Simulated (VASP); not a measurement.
# I (Fd-3m) in VASP: notebook

I is run at these levels: PBE; tasks: single point.

Program: VASP 6.6.1. These are calculated values, not measurements. Logs are shortened: lines on timing, memory, paths and dates and some standing lists are left out, and cuts for length are marked.

### 1 The cell of the first run

The structure is cubic, space group Fd-3m (No. 227). Conventional cell: a = 7.854 Å, b = 7.854 Å, c = 7.854 Å, α = 90.00°, β = 90.00°, γ = 90.00°. Within 4.5 Å of I (site symmetry -43m) lie 4 I at 3.40 Å.

### 2 Single point, PBE

Input file INCAR:

```
SYSTEM = I
PREC = Accurate ; ENCUT = 500
EDIFF = 1E-6 ; ISMEAR = -1
SIGMA = 0.1 ; LREAL = .False.
LASPH = .True. ; NELM = 120
ALGO = Normal ; ISIF = 2
LWAVE = .False. ; LCHARG = .False.
GGA = PE ; NBANDS = 14
GGA_COMPAT = .False.
```

Input file KPOINTS:

```
regular mesh
0
Gamma
  6 6 6
  0 0 0
```

Input file POSCAR:

```
I
1.0
   -3.9272456142      0.0000000000      3.9272456142
    0.0000000000      3.9272456142      3.9272456142
   -3.9272456142      3.9272456142      0.0000000000
I
2
Direct
    0.0000000000      0.0000000000      0.0000000000
    0.2500000000      0.2500000000      0.2500000000
```

Potentials or basis: VASP PAW PBE potentials, release 64 (I).

The run is started by

```bash
$ cat potpaw_PBE.64/I/POTCAR > POTCAR
$ mpirun -np 1 vasp_std > vasp.out
```

OUTCAR:

```text
SYSTEM = I
   PREC = Accurate
   ENCUT = 500
   EDIFF = 1E-6
   ISMEAR = -1
   LREAL = .False.
   LASPH = .True.
   NELM = 120
   ISIF = 2
   GGA = PE

 ion  position               nearest neighbor table
   1  0.000  0.000  0.000-   2 3.40   2 3.40   2 3.40   2 3.40
   2  0.250  0.250  0.250-   1 3.40   1 3.40   1 3.40   1 3.40

  LATTYP: Found a face centered cubic cell.
 ALAT       =     7.8544912284

  Lattice vectors:

 A1 = (  -3.9272456142,   0.0000000000,   3.9272456142)
 A2 = (   0.0000000000,   3.9272456142,   3.9272456142)
 A3 = (  -3.9272456142,   3.9272456142,   0.0000000000)

Analysis of symmetry for initial positions (statically):
=====================================================================
 Subroutine PRICEL returns:
 Original cell was already a primitive cell.

 Routine SETGRP: Setting up the symmetry group for a
 face centered cubic supercell.

 Subroutine GETGRP returns: Found 48 space group operations
 (whereof 24 operations were pure point group operations)
 out of a pool of 48 trial point group operations.

The static configuration has the point symmetry T_d .
 The point group associated with its full space group is O_h .

Analysis of symmetry for dynamics (positions and initial velocities):
=====================================================================
 Subroutine PRICEL returns:
 Original cell was already a primitive cell.

 Routine SETGRP: Setting up the symmetry group for a
 face centered cubic supercell.

 Subroutine GETGRP returns: Found 48 space group operations
 (whereof 24 operations were pure point group operations)
 out of a pool of 48 trial point group operations.

The dynamic configuration has the point symmetry T_d .
 The point group associated with its full space group is O_h .

 Subroutine INISYM returns: Found 48 space group operations
 (whereof 24 operations are pure point group operations),
 and found     1 'primitive' translations

----------------------------------------------------------------------------------------

                                     Primitive cell

  volume of cell :     121.1418

  direct lattice vectors                    reciprocal lattice vectors
    -3.927245614  0.000000000  3.927245614    -0.127315694 -0.127315694  0.127315694
     0.000000000  3.927245614  3.927245614     0.127315694  0.127315694  0.127315694
    -3.927245614  3.927245614  0.000000000    -0.127315694  0.127315694 -0.127315694

  length of vectors
     5.553964010  5.553964010  5.553964010     0.220517250  0.220517250  0.220517250

  position of ions in fractional coordinates (direct lattice)
     0.000000000  0.000000000  0.000000000
     0.250000000  0.250000000  0.250000000

  ion indices of the primitive-cell ions
   primitive index   ion index
                 1           1
                 2           2

----------------------------------------------------------------------------------------

 KPOINTS: regular mesh

Automatic generation of k-mesh.
 Grid dimensions read from file:
 generate k-points for:    6    6    6

 Generating k-lattice:

  Cartesian coordinates                     Fractional coordinates (reciprocal lattice)
    -0.021219282 -0.021219282  0.021219282     0.166666667  0.000000000  0.000000000
     0.021219282  0.021219282  0.021219282     0.000000000  0.166666667  0.000000000
    -0.021219282  0.021219282 -0.021219282     0.000000000  0.000000000  0.166666667

  Length of vectors
     0.036752875  0.036752875  0.036752875

  Shift w.r.t. Gamma in fractional coordinates (k-lattice)
     0.000000000  0.000000000  0.000000000

 Subroutine IBZKPT returns following result:
 ===========================================

 Found     16 irreducible k-points:

 Following reciprocal coordinates:
            Coordinates               Weight
  0.000000  0.000000  0.000000      1.000000
  0.166667  0.000000  0.000000      8.000000
  0.333333  0.000000  0.000000      8.000000
  0.500000  0.000000  0.000000      4.000000
  0.166667  0.166667  0.000000      6.000000
  0.333333  0.166667  0.000000     24.000000
[... 8 lines left out ...]
 -0.333333  0.333333  0.166667     24.000000
 -0.333333  0.500000  0.166667     12.000000
   k-points           NKPTS =     16   k-points in BZ     NKDIM =     16   number of bands    NBANDS=     14
   number of dos      NEDOS =    301   number of ions     NIONS =      2
   total plane-waves  NPLWV =  74088
   dimension x,y,z NGX =    42 NGY =   42 NGZ =   42
   dimension x,y,z NGXF=    84 NGYF=   84 NGZF=   84
   ions per type =               2
   NGX,Y,Z   is equivalent  to a cutoff of  12.57, 12.57, 12.57 a.u.
   NGXF,Y,Z  is equivalent  to a cutoff of  25.14, 25.14, 25.14 a.u.
 SYSTEM =  I
   PREC   = accura    normal or accurate (medium, high low for compatibility)
   ISTART =      0    job   : 0-new  1-cont  2-samecut
   ICHARG =      2    charge: 1-file 2-atom 10-const
   ISPIN  =      1    spin polarized calculation?
   LNONCOLLINEAR =      F non collinear calculations
   LSORBIT =      F    spin-orbit coupling
   LASPH  =      T    aspherical Exc in radial PAW
   ENCUT  =  500.0 eV  36.75 Ry    6.06 a.u.  10.13 10.13 10.13*2*pi/ulx,y,z
   NELM   =    120;   NELMIN=  2; NELMDL= -5     # of ELM steps
   EDIFF  = 0.1E-05   stopping-criterion for ELM
   LREAL  =      F    real-space projection
   EDIFFG = 0.1E-04   stopping-criterion for IOM
   NSW    =      0    number of steps for IOM
   IBRION =     -1    ionic relax: 0-MD 1-quasi-New 2-CG
   NFREE  =      0    steps in history (QN), initial steepest desc. (CG)
   ISIF   =      2    stress and relaxation
   ISYM   =      2    0-nonsym 1-usesym 2-fastsym
   POTIM  = 0.5000    time-step for ionic-motion
   TEBEG  =    0.0;   TEEND  =   0.0 temperature during run
   PSTRESS=    0.0 pullay stress
   NELECT =      14.0000    total number of electrons
   NUPDOWN=      -1.0000    fix difference up-down
   EMIN   =  10.00;   EMAX   =-10.00  energy-range for DOS
   EFERMI =   0.00;   METHOD = LEGACY
   ISMEAR =    -1;   SIGMA  =   0.10  broadening in eV -4-tet -1-fermi 0-gaus
   EFERMI_NEDOS =   21; number of points for ismear=-14 and -15
   IALGO  =     38    algorithm
   IMIX   =      4    mixing-type and parameters
     AMIX     =   0.40;   BMIX     =  1.00
     AMIX_MAG =   1.60;   BMIX_MAG =  1.00
  volume/ion in A,a.u.               =      60.57       408.75
  Fermi-wavevector in a.u.,A,eV,Ry     =   0.797418  1.506902  8.651614  0.635876
  Thomas-Fermi vector in A             =   1.904132
   LORBIT       =      0    0 simple, 1 ext, 2 COOP (PROOUT), +10 PAW based schemes
   GGA     = PE    functional components
   LHFCALC =     F    Hartree Fock is set to
   AEXX    =    0.0000 exact exchange contribution
   IVDW    =     0    specifies the selected vdW correction
   LEPSILON=     F    determine dielectric tensor
   LRPA    =     F    only Hartree local field effects (RPA)
 non-spin polarized calculation
  energy-cutoff  :      500.00
  volume of cell :      121.14
 maximum number of plane-waves:      3119
 NGX is ok and might be reduce to    42
   NGX = 21   NGY = 21   NGZ = 21

 number of electron      13.9999999 magnetization

 Free energy of the ion-electron system (eV)
  ---------------------------------------------------
  ext. energy  EPLUGINS =         0.00000000
  ---------------------------------------------------
  free energy    TOTEN  =        -2.02364358 eV

  energy without entropy =       -1.86843901  energy(sigma->0) =       -1.94604130

 E-fermi :   0.2809     XC(G=0):  -6.4031

 val. band max:        0.2571391686   @ k =   0.5000   0.3333   0.1667
 cond. band min:       0.3030014649   @ k =  -0.3333   0.3333   0.0000
 fundamental gap:      0.0458622963
 Fermi energy:         0.2808980122

 k-point     1 :       0.0000    0.0000    0.0000
  band No.  band energies     occupation
      1     -12.5590      2.00000
      2     -10.7396      2.00000
      3      -2.2325      2.00000
      4      -2.2325      2.00000
      5      -2.2325      2.00000
      6      -0.5334      1.99942
      7      -0.5334      1.99942
      8      -0.5334      1.99942
      9       4.7393      0.00000
     10       7.2416      0.00000
     11       7.2416      0.00000
     12       8.5491      0.00000
     13       8.5491      0.00000
     14       8.5491      0.00000

 k-point     2 :       0.1667    0.0000    0.0000
  band No.  band energies     occupation
      1     -12.4839      2.00000
      2     -10.8516      2.00000
      3      -2.3326      2.00000
      4      -2.3326      2.00000
      5      -2.3065      2.00000
      6      -0.4065      1.99793
      7      -0.3869      1.99749
      8      -0.3869      1.99749
      9       5.1756      0.00000
     10       6.9911      0.00000
     11       6.9911      0.00000
     12       8.2928      0.00000
     13       9.2703      0.00000
     14       9.2703      0.00000

 k-point     3 :       0.3333    0.0000    0.0000
  band No.  band energies     occupation
      1     -12.2959      2.00000
      2     -11.1116      2.00000
      3      -2.4971      2.00000
      4      -2.4971      2.00000
      5      -2.4738      2.00000
      6      -0.1329      1.96860
      7      -0.1329      1.96860
      8      -0.0560      1.93343
      9       5.9770      0.00000
     10       6.9886      0.00000
     11       6.9886      0.00000
     12       7.6502      0.00000
     13       8.9842      0.00000
     14       9.2067      0.00000

 k-point     4 :       0.5000    0.0000    0.0000
  band No.  band energies     occupation
      1     -12.1645      2.00000
      2     -11.2781      2.00000
      3      -2.5674      2.00000
      4      -2.5674      2.00000
      5      -2.5602      2.00000
      6      -0.0198      1.90581
      7      -0.0198      1.90581
      8       0.1651      1.52189
      9       6.5397      0.00000
     10       6.6861      0.00000
     11       7.2636      0.00000
     12       7.2636      0.00000
     13       8.4597      0.00000
     14       8.4597      0.00000

 k-point     5 :       0.1667    0.1667    0.0000
  band No.  band energies     occupation
      1     -12.4569      2.00000
      2     -10.8907      2.00000
      3      -2.4601      2.00000
      4      -2.4601      2.00000
      5      -2.0737      2.00000
      6      -0.7104      1.99990
      7      -0.1980      1.98350
      8      -0.1980      1.98350
      9       5.3382      0.00000
     10       6.4229      0.00000
     11       7.4811      0.00000
[... 140 lines left out ...]
 k-point    14 :       0.5000    0.3333    0.1667
  band No.  band energies     occupation
      1     -12.1121      2.00000
      2     -11.3406      2.00000
      3      -2.9359      2.00000
      4      -2.7305      2.00000
      5      -1.7777      2.00000
      6      -0.7662      1.99994
      7       0.2571      1.11824
      8       0.4203      0.39738
      9       6.1023      0.00000
     10       6.1901      0.00000
     11       7.6626      0.00000
     12       8.2368      0.00000
     13       9.2386      0.00000
     14       9.3206      0.00000

 k-point    15 :      -0.3333    0.3333    0.1667
  band No.  band energies     occupation
      1     -11.9587      2.00000
      2     -11.5163      2.00000
      3      -3.0319      2.00000
      4      -2.8067      2.00000
      5      -1.6535      2.00000
      6      -0.7630      1.99994
      7       0.3449      0.69060
      8       0.5227      0.16360
      9       5.9274      0.00000
     10       6.2460      0.00000
     11       7.6031      0.00000
     12       8.4766      0.00000
     13       8.9919      0.00000
     14      10.0795      0.00000

 k-point    16 :      -0.3333    0.5000    0.1667
  band No.  band energies     occupation
      1     -11.7429      2.00000
      2     -11.7429      2.00000
      3      -2.9631      2.00000
      4      -2.9631      2.00000
      5      -1.2449      2.00000
      6      -1.2449      2.00000
      7       0.5507      0.12620
      8       0.5507      0.12620
      9       5.9815      0.00000
     10       5.9815      0.00000
     11       8.2779      0.00000
     12       8.2779      0.00000
     13       9.8246      0.00000
     14       9.8257      0.00000

------------------------ aborting loop because EDIFF is reached ----------------------------------------

  FORCE on cell =-STRESS in cart. coord.  units (eV):
  Direction    XX          YY          ZZ          XY          YZ          ZX
  --------------------------------------------------------------------------------------
  -------------------------------------------------------------------------------------
  Total        0.0665902      0.0665902      0.0665902     -0.0000000      0.0000000     -0.0000000
  in kB        0.8806978      0.8806978      0.8806978     -0.0000000      0.0000000     -0.0000000
  external PRESSURE =       0.8806978 kB  Pullay stress =       0.0000000 kB

 VOLUME and BASIS-vectors are now :
 -----------------------------------------------------------------------------
  energy-cutoff  :      500.00
  volume of cell :      121.14
      direct lattice vectors                 reciprocal lattice vectors
    -3.927245614  0.000000000  3.927245614    -0.127315694 -0.127315694  0.127315694
     0.000000000  3.927245614  3.927245614     0.127315694  0.127315694  0.127315694
    -3.927245614  3.927245614  0.000000000    -0.127315694  0.127315694 -0.127315694

 POSITION                                       TOTAL-FORCE (eV/Angst)
 -----------------------------------------------------------------------------------
      0.00000      0.00000      0.00000         0.000000     -0.000000     -0.000000
     -1.96362      1.96362      1.96362        -0.000000      0.000000      0.000000
 -----------------------------------------------------------------------------------
    total drift:                                0.000000     -0.000000     -0.000000

  FREE ENERGIE OF THE ION-ELECTRON SYSTEM (eV)
  ---------------------------------------------------
  free  energy   TOTEN  =        -2.0236435798 eV

  energy  without entropy=       -1.8684390115  energy(sigma->0) =       -1.94604130
```

It took 16 s on 1 thread of Intel Xeon 6975P-C (Granite Rapids), shared host; peak memory 0.24 GiB.

What came out:

```yaml
Free_energy: -2.0236 eV
Pressure: 0.1 GPa
Band_gap_on_the_k_mesh: zero (band 7 reaches 0.63 eV, above the bottom of band 8 at -0.53 eV)
```

Levels at points of the mesh, in eV from the Fermi level:
```tsv
k point	band 4	band 5	band 6	band 7	band 8	band 9	band 10	band 11
(0.00, 0.00, 0.00)	-2.51	-2.51	-0.81	-0.81	-0.81	4.46	6.96	6.96
(0.50, 0.00, 0.00)	-2.85	-2.84	-0.30	-0.30	-0.12	6.26	6.41	6.98
(0.50, 0.50, 0.00)	-3.20	-1.65	-1.65	0.35	0.35	5.75	5.75	8.20
```

Caveat: spin-orbit coupling is left out, which moves the levels of the heavy elements.

### 3 Single point, PBE

Input file INCAR:

```
  PREC = Accurate
  ENCUT = 500
  EDIFF = 1E-6
  ISMEAR = -1
  SIGMA = 0.1
  LREAL = False
  LASPH = True
  NELM = 120
  ALGO = Normal
  ISIF = 2
  LWAVE = False
  LCHARG = True
  GGA = PE
  LELF = True
  LVHAR = True
  NBANDS = 14
  GGA_COMPAT = False
```

Input file KPOINTS:

```
regular mesh
0
Gamma
  6 6 6
```

POSCAR is that of step 2.

Potentials or basis: VASP PAW PBE potentials, release 64 (I).

The run is started by

```bash
$ cat potpaw_PBE.64/I/POTCAR > POTCAR
$ mpirun -np 1 vasp_std > vasp.out
```

Run time: 13 s. Hardware: 1 thread of Intel Xeon 6975P-C (Granite Rapids), shared host; peak memory 0.23 GiB.

Results (log left out):

- Free energy: -2.0236 eV
- Pressure: 0.1 GPa
- Band gap on the k mesh: zero (band 7 reaches 0.63 eV, above the bottom of band 8 at -0.53 eV)

Levels at points of the mesh, in eV from the Fermi level:
| k point | band 3 | band 4 | band 5 | band 6 | band 7 | band 8 | band 9 | band 10 | band 11 | band 12 |
| --- | --- | --- | --- | --- | --- | --- | --- | --- | --- | --- |
| (0.00, 0.00, 0.00) | -2.51 | -2.51 | -2.51 | -0.81 | -0.81 | -0.81 | 4.46 | 6.96 | 6.96 | 8.27 |
| (0.50, 0.00, 0.00) | -2.85 | -2.85 | -2.84 | -0.30 | -0.30 | -0.12 | 6.26 | 6.41 | 6.98 | 6.98 |
| (0.50, 0.50, 0.00) | -3.20 | -3.20 | -1.65 | -1.65 | 0.35 | 0.35 | 5.75 | 5.75 | 8.20 | 8.20 |

Caveat: spin-orbit coupling is left out, which moves the levels of the heavy elements.
